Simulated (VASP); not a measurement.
## H9ClO4: single point with PBEsol

The system is H9ClO4.

```
O H Cl
1.0
     6.05778    0.00000    0.00000
     0.00000    6.05778    0.00000
     0.00000    0.00000    6.05778
O H Cl
4 9 1
Cartesian
  -0.0526 2.7342 0.6608
  1.4891 0.8749 5.8225
  5.0976 0.6822 2.2543
  1.1474 5.1139 1.6113
  -0.6264 3.0125 -0.0793
  0.6092 2.0612 0.2550
  1.4738 0.1000 6.4841
  2.4117 1.0744 5.5985
  5.3193 1.4817 1.7010
  4.2306 0.3856 1.9370
  0.3628 5.6264 1.9573
  0.7731 4.2667 1.2532
  2.9555 4.0965 3.8618
  3.2512 3.8418 5.0994
```

```
Program             : VASP 6.6.1
Task                : single point
Functional          : PBEsol
Potentials or basis : VASP PAW PBE potentials, release 64 (O_h, H_h, Cl)
Cutoff              : 1000 eV
k mesh              : 1 × 1 × 1
Occupations         : fermi-dirac, width 0.02 eV
Spin                : no spin polarisation
```

```
Pressure      : -0.3 GPa
Largest force : 0.177 eV/Å
```

Forces in eV/Å, atoms in the order of the input:
```
O   -0.006 -0.001 -0.016
O   -0.001  0.035  0.020
O    0.092  0.004  0.050
O    0.112  0.025 -0.023
H    0.020 -0.019  0.023
H    0.009 -0.001 -0.001
H   -0.022 -0.016 -0.005
H    0.032  0.000 -0.019
H    0.010  0.089 -0.042
H   -0.071 -0.032 -0.016
H   -0.063 -0.059  0.026
H   -0.061 -0.031  0.024
H    0.003 -0.025  0.146
Cl  -0.053  0.032 -0.166
```

Stress tensor (GPa, compression positive):
```
-0.15  0.05 -0.26
 0.05 -0.54  0.14
-0.26  0.14 -0.08
```

Levels at points of the mesh, in eV from the Fermi level:
| k point | band 16 | band 17 | band 18 | band 19 | band 20 | band 21 | band 22 | band 23 | band 24 | band 25 |
| --- | --- | --- | --- | --- | --- | --- | --- | --- | --- | --- |
| (0.00, 0.00, 0.00) | -1.88 | -1.14 | -0.91 | -0.82 | -0.58 | 4.14 | 6.08 | 7.33 | 8.18 | 8.65 |

It took 26 s on 1 thread of Intel(R) Xeon(R) Platinum 8488C (Sapphire Rapids) (shared host), peak memory 0.58 GiB.

Caveat: the k points lie up to 1.04 Å⁻¹ apart, too coarse for converged energies, forces and pressures; the PAW data sets were made with another functional, which shifts forces and pressure a little.
